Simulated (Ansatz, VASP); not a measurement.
## Two plane-wave programs on InReSb2Te

INCAR

```
PREC = Accurate
ENCUT = 600
EDIFF = 1E-6
ISMEAR = 0
SIGMA = 0.2
LREAL = F
LASPH = T
NELM = 100
ALGO = Normal
ISIF = 3
LWAVE = F
LCHARG = F
GGA = PE
IBRION = 2
NSW = 36
EDIFFG = -0.08
```

The input KPOINTS:

```
Automatic mesh
0
Gamma
  4 4 3
```

POSCAR

```
InReSb2Te
1.0
    4.8656302300      0.0000000000      0.0000000000
    0.0000000000      4.8656302300      0.0000000000
    0.0000000000      0.0000000000      5.7872576600
In Re Sb Te
1 1 2 1
Direct
    0.5000000000      0.5000000000      0.5000000000
    0.5000000000      0.5000000000      0.0000000000
    0.0000000000      0.5000000000      0.4196459300
    0.5000000000      0.0000000000      0.5803540700
    0.0000000000      0.0000000000      0.5000000000
```

Input for Ansatz:

```yaml
crystal:
  lattice:
    - [4.86563023, 0.0, 0.0]
    - [0.0, 4.86563023, 0.0]
    - [0.0, 0.0, 5.78725766]
  atoms:
    - { symbol: In, position: [0.5, 0.5, 0.5] }
    - { symbol: Re, position: [0.5, 0.5, 0.0] }
    - { symbol: Sb, position: [0.0, 0.5, 0.41964593] }
    - { symbol: Sb, position: [0.5, 0.0, 0.58035407] }
    - { symbol: Te, position: [0.0, 0.0, 0.5] }
basis:
  ecutwfc: 420
kpoints:
  mp_grid: { grid: [4, 4, 3] }
hamiltonian:
  xc: pbe
scf:
  occupations: { method: gaussian, width: 0.2 }
  lower_state_search: "off"
output:
  forces: true
  stress: true
  eigenvalues: true
relax:
  adjacent_minimum: "off"
  f_tol: 0.08
  max_steps: 16
  cell: { stress_tol: 0.8 }
```

Alike in both runs: task relaxation of cell and atoms; functional PBE; k mesh 4 × 4 × 3; occupations gaussian, width 0.2 eV; no spin polarisation.

```csv
,VASP,Ansatz
version,VASP 6.6.1,Ansatz 0.2.0
potentials or method,"VASP PAW PBE potentials, release 64 (In_d, Re, Sb, Te), cutoff 600 eV","scalar-relativistic, plane waves, PAW"
valence electrons in the cell,36,74
```

|  | VASP | Ansatz | Ansatz less VASP |
| --- | --- | --- | --- |
| gap on the k mesh at the Fermi level, each at its own relaxed structure (eV) | none | none | - |
| relaxed volume (Å³/atom) | 28.15 | 28.38 | +0.236 |
| relaxed cell length with the largest relative difference (Å) | 5.098 | 5.115 | +0.0165 |

A gap of «none» marks a metal or a gap that the smearing closes. VASP's potentials hold 36 valence electrons a cell and Ansatz's 74, so a difference there can come from the potentials and not from the codes.

The k mesh is coarse, so the values compare programs but aren't converged. Neither program's run includes spin-orbit coupling.
